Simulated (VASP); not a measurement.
Runs of VASP 6.6.1 on B. The structure is that of space group P6_3/mmc (No. 194), or close to it. The cells are those of the table. 

```csv
task,cell,smearing,k mesh for the DOS,occupations for the DOS,gap on the mesh (eV),pressure (GPa)
single point,"a = 1.707, b = 1.707, c = 7.042 Å, angles 90.0, 90.0, 120.0°, 2 atoms",fermi-dirac 0.08 eV,-,-,none,0.2
single point,"a = 1.648, b = 1.648, c = 5.287 Å, angles 90.0, 90.0, 120.0°, 2 atoms",fermi-dirac 0.08 eV,-,-,none,45.4
single point,"a = 1.680, b = 1.680, c = 5.819 Å, angles 90.0, 90.0, 120.0°, 2 atoms",fermi-dirac 0.08 eV,-,-,none,17.3
single point,"a = 1.744, b = 1.744, c = 3.375 Å, angles 90.0, 90.0, 120.0°, 2 atoms",methfessel-paxton 0.01 eV,-,-,none,(b)
single point,"a = 1.617, b = 1.617, c = 4.711 Å, angles 90.0, 90.0, 120.0°, 2 atoms",fermi-dirac 0.08 eV,-,-,none,(a)
single point,"a = 1.744, b = 1.744, c = 3.375 Å, angles 90.0, 90.0, 120.0°, 2 atoms",fermi-dirac 0.08 eV,-,-,none,136.0
```

Alike in all rows: level PBEsol; potentials or basis VASP PAW PBE potentials, release 64 (B); no spin polarisation; k mesh 21 × 21 × 11; cutoff (eV) 520.

Problem. Estimate the missing entries.

Solution. (a) 94.4; (b) 135.8.

Caveats: the PAW data sets were made with another functional, which shifts forces and pressure a little; this functional lacks dispersion, which binds the layers, so the pressure and a relaxed spacing across them are unreliable (some runs).

A gap of «none» marks levels without a gap at the run's occupations.
